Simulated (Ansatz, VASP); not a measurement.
Ge5Pd in VASP and in Ansatz

Contents of INCAR:

```
SYSTEM = Ge5Pd
PREC = Accurate
ENCUT = 520
EDIFF = 1E-6
ISMEAR = 0
SIGMA = 0.1
LREAL = .False.
LASPH = .True.
NELM = 80
ALGO = Normal
ISIF = 2
LWAVE = .False.
LCHARG = .False.
GGA = PE
NBANDS = 49
```

Contents of KPOINTS:

```
regular mesh
0
Gamma
  4 4 4
  0 0 0
```

POSCAR

```
Ge5Pd
1.0
    0.0000000000      3.8217159400      3.8217159400
    3.8217159400      0.0000000000      3.8217159400
    3.8217159400      3.8217159400      0.0000000000
Ge Pd
5 1
Direct
    0.2500000000      0.2500000000      0.2500000000
    0.1250000000      0.6250000000      0.6250000000
    0.6250000000      0.6250000000      0.6250000000
    0.6250000000      0.1250000000      0.6250000000
    0.6250000000      0.6250000000      0.1250000000
    0.0000000000      0.0000000000      0.0000000000
```

Input for Ansatz:

```yaml
crystal:
  lattice:
    - [0.0, 3.82171594, 3.82171594]
    - [3.82171594, 0.0, 3.82171594]
    - [3.82171594, 3.82171594, 0.0]
  atoms:
    - { symbol: Ge, position: [0.25, 0.25, 0.25] }
    - { symbol: Ge, position: [0.125, 0.625, 0.625] }
    - { symbol: Ge, position: [0.625, 0.625, 0.625] }
    - { symbol: Ge, position: [0.625, 0.125, 0.625] }
    - { symbol: Ge, position: [0.625, 0.625, 0.125] }
    - { symbol: Pd, position: [0.0, 0.0, 0.0] }
basis:
  ecutwfc: 420
kpoints:
  mp_grid: { grid: [4, 4, 4] }
hamiltonian:
  xc: pbe
scf:
  occupations: { method: gaussian, width: 0.1 }
  lower_state_search: "off"
output:
  forces: true
  stress: true
  eigenvalues: true
```

Change from the starting cell: species swapped into the ZrCu5 type (F-43m, No. 216).

Alike in both runs: task single point; functional PBE; k mesh 4 × 4 × 4; occupations gaussian, width 0.1 eV; no spin polarisation.

|  | VASP | Ansatz |
| --- | --- | --- |
| version | VASP 6.6.1 | Ansatz 0.2.0 |
| potentials or method | VASP PAW PBE potentials, release 64 (Ge_d, Pd), cutoff 520 eV | scalar-relativistic, plane waves, PAW |
| valence electrons in the cell | 80 | 88 |

Ansatz gave:

| Item | Value |
| --- | --- |
| gap on the k mesh at the Fermi level (eV) | none |
| pressure (GPa) | 3.3 |

Problem. Which values does VASP return?

Solution. gap on the k mesh at the Fermi level (eV): none; pressure (GPa): 3.4.

A gap of «none» marks a metal or a gap that the smearing closes. VASP's potentials hold 80 valence electrons a cell and Ansatz's 88, so a difference there can come from the potentials and not from the codes.
